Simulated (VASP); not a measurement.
A run of VASP 6.6.1:

The input INCAR:

```
PREC     = Accurate       # precision mode
ENCUT    = 500            # plane-wave cutoff, eV
EDIFF    = 1E-7           # SCF threshold, eV
ISMEAR   = 0              # smearing method
SIGMA    = 0.1            # smearing width, eV
LREAL    = F              # projectors in reciprocal space
LASPH    = T              # aspherical terms in the spheres
NELM     = 120            # most SCF steps
ALGO     = Normal         # electronic algorithm
ISIF     = 3              # what is computed and relaxed
LWAVE    = F              # write WAVECAR
LCHARG   = F              # write CHGCAR
GGA      = PE             # functional
IBRION   = 2              # ionic algorithm
NSW      = 80             # ionic steps
EDIFFG   = -0.015         # ionic threshold
GGA_COMPAT= F            
NELMIN   = 4
```

KPOINTS

```
Automatic mesh
0
Gamma
  10 6 6
```

Contents of POSCAR:

```
Na
1.0
   -1.8756746743      3.2487638345      0.0000000000
    0.0000000000      0.0000000000      6.0738687094
    5.6270240231      3.2487638344      0.0000000000
Na
4
Direct
    0.5000000000      0.2500000000      0.1666666667
    1.0000000000      0.2500000000      0.6666666667
    0.0000000000      0.7500000000      0.3333333333
    0.5000000000      0.7500000000      0.8333333333
```

Potentials or basis: VASP PAW PBE potentials, release 64 (Na_pv).

Run with:

```bash
$ cat potpaw_PBE.64/Na_pv/POTCAR > POTCAR
$ mpirun -np 1 vasp_std > vasp.out
```

Hardware: 1 thread of Intel Xeon 8259CL, with other jobs on the host.

Task: How long does it take, and how much memory?

Result: Run time: 9.3 min on 1 thread of Intel Xeon 8259CL (shared host), peak memory 0.35 GiB. Counts: scf iterations 24, k points 96, ion steps 3.
